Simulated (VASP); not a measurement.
# BN (Fmm2) in VASP: further runs

The runs below take BN through single point, with r2SCAN.

All numbers are computed with VASP 6.6.1; they aren't measurements. Logs are shortened: lines on timing, memory, paths and dates and some standing lists are left out, and cuts for length are marked.

## 1. The cell of the first run

Symmetry: Fmm2, No. 42, orthorhombic system. Conventional cell: a = 2.538 Å, b = 7.086 Å, c = 4.216 Å, α = 90.00°, β = 90.00°, γ = 90.00°. B (site symmetry mm2) has 3 N at 1.41 to 1.45 Å within 1.9 Å. N (site symmetry mm2) has 3 B at 1.41 to 1.45 Å within 1.9 Å.

## 2. Single point, r2SCAN

Input file POSCAR:

```
BN
1.0
    0.0000000000      3.5432028194      2.1079367140
    1.2687798761      0.0000000000      2.1079367140
    1.2687798761      3.5432028194      0.0000000000
B N
1 1
Direct
    0.0000486500      0.0000486500      0.9999513500
    0.6666513400      0.6666513400      0.3333486600
```

Input file INCAR.step1:

```
SYSTEM = BN
PREC = Accurate
ENCUT = 520
ISMEAR = 0
SIGMA = 0.05
LREAL = .FALSE.
LASPH = .TRUE.
NELM = 80
NBANDS = 11
GGA = PE
ALGO = Normal
EDIFF = 1E-4
LWAVE = .TRUE.
LCHARG = .FALSE.
```

Input file INCAR.step2:

```
SYSTEM = BN
PREC = Accurate
ENCUT = 520
EDIFF = 1E-6
ISMEAR = 0
SIGMA = 0.05
LREAL = .FALSE.
LASPH = .TRUE.
NELM = 80
ALGO = Normal
ISIF = 2
LWAVE = .FALSE.
LCHARG = .TRUE.
METAGGA = R2SCAN
LMIXTAU = .TRUE.
LELF = .TRUE.
LVHAR = .TRUE.
NBANDS = 11
ISTART = 1
```

Input file KPOINTS:

```
regular mesh
0
G
  12 12 12
  0 0 0
```

Potentials or basis: VASP PAW PBE potentials, release 64 (B, N).

Run with:

```bash
$ cat potpaw_PBE.64/B/POTCAR potpaw_PBE.64/N/POTCAR > POTCAR
$ cp INCAR.step1 INCAR
$ mpirun -np 1 vasp_std > vasp.out
$ cp INCAR.step2 INCAR
$ mpirun -np 1 vasp_std > vasp.out
```

OUTCAR:

```text
SYSTEM = BN
   PREC = Accurate
   ENCUT = 520
   EDIFF = 1E-6
   ISMEAR = 0
   LREAL = .FALSE.
   LASPH = .TRUE.
   NELM = 80
   ISIF = 2
   METAGGA = R2SCAN
   ISTART = 1

 ion  position               nearest neighbor table
   1  0.000  0.000  1.000-   2 1.41   2 1.45   2 1.45
   2  0.667  0.667  0.333-   1 1.41   1 1.45   1 1.45

  LATTYP: Found a face centered orthorhombic cell.
 ALAT       =     2.5375597522
 B/A-ratio  =     1.6613888301
 C/A-ratio  =     2.7926064136

  Lattice vectors:

 A1 = (   0.0000000000,   3.5432028194,   2.1079367140)
 A2 = (  -1.2687798761,   3.5432028194,   0.0000000000)
 A3 = (  -1.2687798761,   0.0000000000,   2.1079367140)

Analysis of symmetry for initial positions (statically):
=====================================================================
 Subroutine PRICEL returns:
 Original cell was already a primitive cell.

 Routine SETGRP: Setting up the symmetry group for a
 face centered orthorhombic supercell.

 Subroutine GETGRP returns: Found  4 space group operations
 (whereof  4 operations were pure point group operations)
 out of a pool of  8 trial point group operations.

The static configuration has the point symmetry C_2v.

Analysis of symmetry for dynamics (positions and initial velocities):
=====================================================================
 Subroutine PRICEL returns:
 Original cell was already a primitive cell.

 Routine SETGRP: Setting up the symmetry group for a
 face centered orthorhombic supercell.

 Subroutine GETGRP returns: Found  4 space group operations
 (whereof  4 operations were pure point group operations)
 out of a pool of  8 trial point group operations.

The dynamic configuration has the point symmetry C_2v.

 Subroutine INISYM returns: Found  4 space group operations
 (whereof  4 operations are pure point group operations),
 and found     1 'primitive' translations

----------------------------------------------------------------------------------------

                                     Primitive cell

  volume of cell :      18.9526

  direct lattice vectors                    reciprocal lattice vectors
     0.000000000  3.543202819  2.107936714    -0.394079390  0.141115264  0.237198772
     1.268779876  0.000000000  2.107936714     0.394079390 -0.141115264  0.237198772
     1.268779876  3.543202819  0.000000000     0.394079390  0.141115264 -0.237198772

  length of vectors
     4.122824688  2.460325093  3.763520771     0.481118843  0.481118843  0.481118843

  position of ions in fractional coordinates (direct lattice)
     0.000048650  0.000048650  0.999951350
     0.666651340  0.666651340  0.333348660

  ion indices of the primitive-cell ions
   primitive index   ion index
                 1           1
                 2           2

----------------------------------------------------------------------------------------

 KPOINTS: regular mesh

Automatic generation of k-mesh.
 Grid dimensions read from file:
 generate k-points for:   12   12   12

 Generating k-lattice:

  Cartesian coordinates                     Fractional coordinates (reciprocal lattice)
    -0.032839949  0.011759605  0.019766564     0.083333333 -0.000000000 -0.000000000
     0.032839949 -0.011759605  0.019766564     0.000000000  0.083333333  0.000000000
     0.032839949  0.011759605 -0.019766564     0.000000000  0.000000000  0.083333333

  Length of vectors
     0.040093237  0.040093237  0.040093237

  Shift w.r.t. Gamma in fractional coordinates (k-lattice)
     0.000000000  0.000000000  0.000000000

 Subroutine IBZKPT returns following result:
 ===========================================

 Found    280 irreducible k-points:

 Following reciprocal coordinates:
            Coordinates               Weight
  0.000000  0.000000  0.000000      1.000000
  0.083333 -0.000000 -0.000000      8.000000
  0.166667  0.000000 -0.000000      8.000000
  0.250000  0.000000  0.000000      8.000000
  0.333333 -0.000000 -0.000000      8.000000
  0.416667 -0.000000 -0.000000      8.000000
[... 16 lines left out ...]
  0.500000  0.166667 -0.000000      8.000000
 -0.416667  0.166667  0.000000      8.000000
 [... further k-points ...]
   k-points           NKPTS =    280   k-points in BZ     NKDIM =    280   number of bands    NBANDS=     11
   number of dos      NEDOS =    301   number of ions     NIONS =      2
   total plane-waves  NPLWV =  16128
   dimension x,y,z NGX =    32 NGY =   18 NGZ =   28
   dimension x,y,z NGXF=    64 NGYF=   36 NGZF=   56
   ions per type =               1   1
   NGX,Y,Z   is equivalent  to a cutoff of  12.90, 12.16, 12.37 a.u.
   NGXF,Y,Z  is equivalent  to a cutoff of  25.81, 24.33, 24.74 a.u.
 SYSTEM =  BN
   PREC   = accura    normal or accurate (medium, high low for compatibility)
   ISTART =      1    job   : 0-new  1-cont  2-samecut
   ICHARG =      0    charge: 1-file 2-atom 10-const
   ISPIN  =      1    spin polarized calculation?
   LNONCOLLINEAR =      F non collinear calculations
   LSORBIT =      F    spin-orbit coupling
   LASPH  =      T    aspherical Exc in radial PAW
   ENCUT  =  520.0 eV  38.22 Ry    6.18 a.u.   7.67  4.57  7.00*2*pi/ulx,y,z
   NELM   =     80;   NELMIN=  2; NELMDL=  0     # of ELM steps
   EDIFF  = 0.1E-05   stopping-criterion for ELM
   LREAL  =      F    real-space projection
   EDIFFG = 0.1E-04   stopping-criterion for IOM
   NSW    =      0    number of steps for IOM
   IBRION =     -1    ionic relax: 0-MD 1-quasi-New 2-CG
   NFREE  =      0    steps in history (QN), initial steepest desc. (CG)
   ISIF   =      2    stress and relaxation
   ISYM   =      2    0-nonsym 1-usesym 2-fastsym
   POTIM  = 0.5000    time-step for ionic-motion
   TEBEG  =    0.0;   TEEND  =   0.0 temperature during run
   PSTRESS=    0.0 pullay stress
   NELECT =       8.0000    total number of electrons
   NUPDOWN=      -1.0000    fix difference up-down
   EMIN   =  10.00;   EMAX   =-10.00  energy-range for DOS
   EFERMI =   0.00;   METHOD = LEGACY
   ISMEAR =     0;   SIGMA  =   0.05  broadening in eV -4-tet -1-fermi 0-gaus
   EFERMI_NEDOS =   21; number of points for ismear=-14 and -15
   IALGO  =     38    algorithm
   IMIX   =      4    mixing-type and parameters
     AMIX     =   0.40;   BMIX     =  1.00
     AMIX_MAG =   1.60;   BMIX_MAG =  1.00
  volume/ion in A,a.u.               =       9.48        63.95
  Fermi-wavevector in a.u.,A,eV,Ry     =   1.228047  2.320672 20.518928  1.508099
  Thomas-Fermi vector in A             =   2.362987
   LORBIT       =      0    0 simple, 1 ext, 2 COOP (PROOUT), +10 PAW based schemes
   METAGGA = R2SCAN    functional components
   LHFCALC =     F    Hartree Fock is set to
   AEXX    =    0.0000 exact exchange contribution
   IVDW    =     0    specifies the selected vdW correction
   LEPSILON=     F    determine dielectric tensor
   LRPA    =     F    only Hartree local field effects (RPA)
 non-spin polarized calculation
 Gauss-broadening in eV      SIGMA  =   0.05
  energy-cutoff  :      520.00
  volume of cell :       18.95
 maximum number of plane-waves:       524
   NGX = 15   NGY =  9   NGZ = 13

 number of electron       8.0000001 magnetization

 Free energy of the ion-electron system (eV)
  ---------------------------------------------------
  ext. energy  EPLUGINS =         0.00000000
  ---------------------------------------------------
  free energy    TOTEN  =       -19.25153857 eV

  energy without entropy =      -19.25153857  energy(sigma->0) =      -19.25153857

 E-fermi :   1.9186     XC(G=0): -10.3459

 val. band max:        1.6693501491   @ k =   0.4167  -0.4167   0.0833
 cond. band min:       6.2967345833   @ k =   0.0000   0.5000   0.5000
 fundamental gap:      4.6273844342
 Fermi energy:         1.9185605080

 k-point     1 :       0.0000    0.0000    0.0000
  band No.  band energies     occupation
      1     -17.2879      2.00000
      2      -3.0747      2.00000
      3       0.2107      2.00000
      4       0.3561      2.00000
      5       6.7932      0.00000
      6      13.7450      0.00000
      7      14.4063      0.00000
      8      16.1176      0.00000
      9      17.6168      0.00000
     10      29.2915      0.00000
     11      29.4142      0.00000

 k-point     2 :       0.0833   -0.0000   -0.0000
  band No.  band energies     occupation
      1     -17.1454      2.00000
      2      -2.9302      2.00000
      3      -0.3758      2.00000
      4       0.0720      2.00000
      5       7.1157      0.00000
      6      13.8986      0.00000
      7      14.9320      0.00000
      8      15.5745      0.00000
      9      17.9901      0.00000
     10      27.7428      0.00000
     11      29.6682      0.00000

 k-point     3 :       0.1667    0.0000   -0.0000
  band No.  band energies     occupation
      1     -16.7264      2.00000
      2      -2.5039      2.00000
      3      -1.8938      2.00000
      4      -0.5563      2.00000
      5       7.9789      0.00000
      6      14.0158      0.00000
      7      14.1193      0.00000
      8      16.5091      0.00000
      9      19.0531      0.00000
     10      25.0920      0.00000
     11      29.5205      0.00000

 k-point     4 :       0.2500    0.0000    0.0000
  band No.  band energies     occupation
      1     -16.0625      2.00000
      2      -3.8096      2.00000
      3      -1.7884      2.00000
      4      -1.2852      2.00000
      5       9.1597      0.00000
      6      12.1677      0.00000
      7      14.0563      0.00000
      8      18.7012      0.00000
      9      20.5379      0.00000
     10      22.9515      0.00000
     11      28.2300      0.00000

 k-point     5 :       0.3333   -0.0000   -0.0000
  band No.  band energies     occupation
      1     -15.2310      2.00000
      2      -5.6853      2.00000
      3      -1.9162      2.00000
      4      -0.8689      2.00000
      5       9.2365      0.00000
      6      11.4933      0.00000
      7      14.1159      0.00000
      8      20.4325      0.00000
      9      21.4131      0.00000
     10      22.5213      0.00000
     11      27.1557      0.00000
[... 211 lines left out ...]
 k-point    21 :       0.3333    0.1667   -0.0000
  band No.  band energies     occupation
      1     -15.6236      2.00000
      2      -4.2490      2.00000
      3      -2.4172      2.00000
      4      -1.0830      2.00000
      5       9.6019      0.00000
      6      11.5475      0.00000
      7      14.8841      0.00000
      8      17.2521      0.00000
      9      21.3385      0.00000
     10      22.6420      0.00000
     11      27.9880      0.00000

 k-point    22 :       0.4167    0.1667   -0.0000
  band No.  band energies     occupation
      1     -14.8237      2.00000
      2      -5.7612      2.00000
      3      -3.2228      2.00000
      4      -0.1822      2.00000
      5       9.2239      0.00000
      6      11.6853      0.00000
      7      15.6962      0.00000
      8      17.9639      0.00000
      9      19.5036      0.00000
     10      24.2697      0.00000
     11      26.6858      0.00000

 k-point    23 :       0.5000    0.1667   -0.0000
  band No.  band energies     occupation
      1     -14.0773      2.00000
      2      -6.9889      2.00000
      3      -3.7547      2.00000
      4       0.6589      2.00000
      5       7.7161      0.00000
      6      13.3745      0.00000
      7      15.9784      0.00000
      8      17.8135      0.00000
      9      19.9582      0.00000
     10      24.4290      0.00000
     11      25.2919      0.00000

 k-point    24 :      -0.4167    0.1667    0.0000
  band No.  band energies     occupation
      1     -13.7726      2.00000
      2      -7.4323      2.00000
      3      -3.9655      2.00000
      4       0.9323      2.00000
      5       7.1224      0.00000
      6      14.3575      0.00000
      7      16.1877      0.00000
      8      17.5771      0.00000
      9      20.6729      0.00000
     10      23.6665      0.00000
     11      25.1148      0.00000

 [... further k-points ...]

------------------------ aborting loop because EDIFF is reached ----------------------------------------

  FORCE on cell =-STRESS in cart. coord.  units (eV):
  Direction    XX          YY          ZZ          XY          YZ          ZX
  --------------------------------------------------------------------------------------
  -------------------------------------------------------------------------------------
  Total       -0.8983730     -0.0830190      2.7608514      0.0000000      0.0000000      0.0000000
  in kB      -75.9446931     -7.0180780    233.3908133      0.0000000      0.0000000      0.0000000
  external PRESSURE =      50.1426807 kB  Pullay stress =       0.0000000 kB

 VOLUME and BASIS-vectors are now :
 -----------------------------------------------------------------------------
  energy-cutoff  :      520.00
  volume of cell :       18.95
      direct lattice vectors                 reciprocal lattice vectors
     0.000000000  3.543202819  2.107936714    -0.394079390  0.141115264  0.237198772
     1.268779876  0.000000000  2.107936714     0.394079390 -0.141115264  0.237198772
     1.268779876  3.543202819  0.000000000     0.394079390  0.141115264 -0.237198772

 POSITION                                       TOTAL-FORCE (eV/Angst)
 -----------------------------------------------------------------------------------
      1.26878      3.54320      0.00021         0.000000      0.000000      0.615703
      1.26878      3.54320      2.81052         0.000000      0.000000     -0.615703
 -----------------------------------------------------------------------------------
    total drift:                                0.000039     -0.000070      0.000024

  FREE ENERGIE OF THE ION-ELECTRON SYSTEM (eV)
  ---------------------------------------------------
  free  energy   TOTEN  =       -19.2515385666 eV

  energy  without entropy=      -19.2515385666  energy(sigma->0) =      -19.25153857
```

It took 5.1 min on 1 thread of Intel Xeon 8259CL, shared host; peak memory 0.19 GiB.

Results:

```yaml
Free_energy: -19.2515 eV
Pressure: 5.0 GPa
Largest_force: 0.616 eV/Å
Band_gap_on_the_k_mesh: 4.63 eV (least direct gap 5.29 eV)
```

Forces on the atoms (eV/Å):
```
B    0.000  0.000  0.616
N    0.000  0.000 -0.616
```

Caveat: the stress differs along the axes, from -8 to 23 GPa; the PAW data sets were made with another functional, which shifts forces and pressure a little. A k mesh can miss the band edges.

## 3. Single point, r2SCAN

This run uses another cell than the first one, of the same volume but with other edges.

Input file POSCAR:

```
BN
1.0
    0.0000000000      3.4389299082      2.2377055828
    1.2314409547      0.0000000000      2.2377055828
    1.2314409547      3.4389299082      0.0000000000
B N
1 1
Direct
    0.0000486500      0.0000486500      0.9999513500
    0.6666513400      0.6666513400      0.3333486600
```

Input file INCAR.step1:

```
SYSTEM = BN
PREC = Accurate ; ENCUT = 520
ISMEAR = 0 ; SIGMA = 0.05
LREAL = .FALSE. ; LASPH = .TRUE.
NELM = 100 ; NBANDS = 11
GGA = PE ; ALGO = Normal
EDIFF = 1E-4 ; LWAVE = .TRUE.
LCHARG = .FALSE.
```

Input file INCAR.step2:

```
SYSTEM = BN
PREC = Accurate ; ENCUT = 520
EDIFF = 1E-6 ; ISMEAR = 0
SIGMA = 0.05 ; LREAL = .FALSE.
LASPH = .TRUE. ; NELM = 100
ALGO = Normal ; ISIF = 2
LWAVE = .FALSE. ; LCHARG = .FALSE.
METAGGA = R2SCAN ; LMIXTAU = .TRUE.
NBANDS = 11 ; ISTART = 1
```

Input file KPOINTS:

```
Automatic mesh
0
G
  12 12 12
  0 0 0
```

Potentials or basis: VASP PAW PBE potentials, release 64 (B, N).

Run with:

```bash
$ cat potpaw_PBE.64/B/POTCAR potpaw_PBE.64/N/POTCAR > POTCAR
$ cp INCAR.step1 INCAR
$ mpirun -np 1 vasp_std > vasp.out
$ cp INCAR.step2 INCAR
$ mpirun -np 1 vasp_std > vasp.out
```

Run time: 5.9 min. Hardware: 1 thread of Intel Xeon 8259CL, shared host; peak memory 0.19 GiB.

It converged, with:

```
Free energy            : -19.2365 eV
Pressure               : -5.1 GPa
Largest force          : 0.408 eV/Å
Band gap on the k mesh : 4.00 eV (least direct gap 5.21 eV)
```

Forces on the atoms (eV/Å):
```
B    0.000  0.000 -0.408
N    0.000  0.000  0.408
```

Stress tensor (GPa, compression positive):
```
  9.80   0.00   0.00
  0.00   0.16   0.00
  0.00   0.00 -25.41
```

Levels at points of the mesh, in eV from the valence-band top:
```
           k point  band 1  band 2  band 3  band 4  band 5  band 6  band 7  band 8
(0.00, 0.00, 0.00)  -18.81   -4.45   -1.68   -1.39    5.19   11.21   12.60   13.94
(0.50, 0.00, 0.00)  -15.47   -9.26   -4.61   -0.91    5.16    9.73   14.00   16.52
(0.50, 0.50, 0.00)  -15.87   -9.53   -3.89   -0.77    6.45   10.38   12.46   14.29
(0.50, 0.00, 0.50)  -18.59   -6.29   -1.66   -1.42   10.30   10.93   12.48   12.97
(0.00, 0.50, 0.50)  -15.74   -9.30   -3.93   -1.89    4.00   11.33   15.43   18.92
```

Caveat: the stress differs along the axes, from -25 to 10 GPa; the PAW data sets were made with another functional, which shifts forces and pressure a little.
